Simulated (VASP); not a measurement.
A run of VASP 6.6.1:

Contents of INCAR:

```
SYSTEM = S
PREC = Accurate
ENCUT = 500
EDIFF = 1E-6
ISMEAR = 0
SIGMA = 0.05
LREAL = .False.
LASPH = .True.
NELM = 120
ALGO = Normal
ISIF = 2
LWAVE = .False.
LCHARG = .False.
GGA = PE
NBANDS = 9
GGA_COMPAT = .False.
```

Contents of KPOINTS:

```
Automatic mesh
0
Gamma
  17 17 17
  0 0 0
```

Contents of POSCAR:

```
S
1.0
   -1.5773888945      1.5773888945      1.5773888945
    1.5773888945     -1.5773888945      1.5773888945
    1.5773888945      1.5773888945     -1.5773888945
S
1
Direct
    0.0000000000      0.0000000000      0.0000000000
```

Potentials or basis: VASP PAW PBE potentials, release 64 (S).

Launch:

```console
$ cat potpaw_PBE.64/S/POTCAR > POTCAR
$ mpirun -np 1 vasp_std > vasp.out
```

Hardware: 1 thread of Intel(R) Xeon(R) Platinum 8488C (Sapphire Rapids), on a shared host.

Problem. Estimate the wall time of this run.

Solution. Wall time 8.5 s on 1 thread of Intel(R) Xeon(R) Platinum 8488C (Sapphire Rapids) (shared host), peak memory 0.13 GiB. Counts: scf iterations 10, k points 165.
